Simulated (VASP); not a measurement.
A run of VASP 6.6.1:

Contents of POSCAR:

```
MgW
1.0
    4.8345919029      0.0000000000      0.0172137665
    0.0000000000      4.4643304643      0.0000000000
   -0.0111799104      0.0000000000      3.1374778013
Mg W
2 2
Direct
    0.5000000000      0.2500702950      0.7500000000
    0.5000000000      0.7499297050      0.2500000000
    0.0000000000      0.7503504001      0.7500000000
    0.0000000000      0.2496495999      0.2500000000
```

Contents of INCAR.step1:

```
SYSTEM = MgW
  ALGO = Normal
  EDIFF = 1E-5
  ENCUT = 660
  GGA = PE
  GGA_COMPAT = .False.
  ISMEAR = 0
  LASPH = .True.
  LCHARG = .False.
  LREAL = .False.
  LWAVE = .True.
  NBANDS = 32
  NELM = 120
  PREC = Accurate
  SIGMA = 0.1
```

File INCAR.step2:

```
SYSTEM = MgW
  ALGO = Normal
  EDIFF = 1E-6
  ENCUT = 660
  GGA_COMPAT = .False.
  ISIF = 2
  ISMEAR = 0
  ISTART = 1
  LASPH = .True.
  LCHARG = .True.
  LELF = .True.
  LMIXTAU = .True.
  LREAL = .False.
  LVHAR = .True.
  LWAVE = .False.
  METAGGA = R2SCAN
  NBANDS = 32
  NELM = 120
  PREC = Accurate
  SIGMA = 0.1
```

Contents of KPOINTS:

```
k-points
0
Gamma
  4 4 4
  0 0 0
```

Potentials or basis: VASP PAW PBE potentials, release 64 (Mg_sv, W_sv).

Run with:

```bash
$ cat potpaw_PBE.64/Mg_sv/POTCAR potpaw_PBE.64/W_sv/POTCAR > POTCAR
$ cp INCAR.step1 INCAR
$ mpirun -np 1 vasp_std > vasp.out
$ cp INCAR.step2 INCAR
$ mpirun -np 1 vasp_std > vasp.out
```

Hardware: 1 thread of Intel(R) Xeon(R) 6975P-C (Granite Rapids), with other jobs on the host.

Problem. Estimate the wall time of this run.

Solution. Wall time 2.6 min on 1 thread of Intel(R) Xeon(R) 6975P-C (Granite Rapids) (shared host), peak memory 0.25 GiB. Counts: k points 27.
